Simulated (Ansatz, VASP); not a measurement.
**CaS in VASP and in Ansatz**

Contents of POSCAR:

```
CaS
1.0
    0.0000000000      2.9037918022      2.9037918022
    2.9037918022      0.0000000000      2.9037918022
    2.9037918022      2.9037918022      0.0000000000
Ca S
1 1
Direct
    0.0000000000      0.0000000000      0.0000000000
    0.5000000000      0.5000000000      0.5000000000
```

Contents of INCAR.step1:

```
SYSTEM = CaS
PREC = Accurate
ENCUT = 550
ISMEAR = 0
SIGMA = 0.01
LREAL = .False.
LASPH = .True.
NELM = 120
NBANDS = 15
GGA = PE
ALGO = Normal
EDIFF = 1E-5
LWAVE = .True.
LCHARG = .False.
GGA_COMPAT = .False.
```

INCAR.step2

```
SYSTEM = CaS
PREC = Accurate
ENCUT = 550
EDIFF = 1E-6
ISMEAR = 0
SIGMA = 0.01
LREAL = .False.
LASPH = .True.
NELM = 120
ALGO = Normal
ISIF = 2
LWAVE = .False.
LCHARG = .False.
METAGGA = R2SCAN
LMIXTAU = .True.
NBANDS = 15
ISTART = 1
GGA_COMPAT = .False.
```

The input KPOINTS:

```
Automatic mesh
0
Gamma
  6 6 6
  0 0 0
```

Input for Ansatz:

```yaml
crystal:
  lattice:
    - [0.0, 2.9037918022, 2.9037918022]
    - [2.9037918022, 0.0, 2.9037918022]
    - [2.9037918022, 2.9037918022, 0.0]
  atoms:
    - { symbol: Ca, position: [0.0, 0.0, 0.0] }
    - { symbol: S, position: [0.5, 0.5, 0.5] }
kpoints:
  mp_grid: { grid: [6, 6, 6] }
hamiltonian:
  xc: r2scan
scf:
  occupations: { method: fixed }
  n_extra_bands: 4
output:
  forces: true
  stress: true
  eigenvalues: true
```

Alike in both runs: task single point; functional r2SCAN; k mesh 6 × 6 × 6; no spin polarisation.

|  | VASP | Ansatz |
| --- | --- | --- |
| version | VASP 6.6.1 | Ansatz 0.2.0 |
| potentials or method | VASP PAW PBE potentials, release 64 (Ca_sv, S) | plane waves, PAW |
| plane-wave cutoff (eV) | 550 | 500 |
| occupations | gaussian, width 0.01 eV | fixed |
| valence electrons in the cell | 16 | 16 |

|  | VASP | Ansatz | Ansatz less VASP |
| --- | --- | --- | --- |
| gap on the k mesh at the Fermi level (eV) | 2.93 | 2.92 | -0.004 |
| pressure (GPa) | -2.9 | -3.2 | -0.24 |

VASP's potentials were made for PBE, not for r2SCAN.
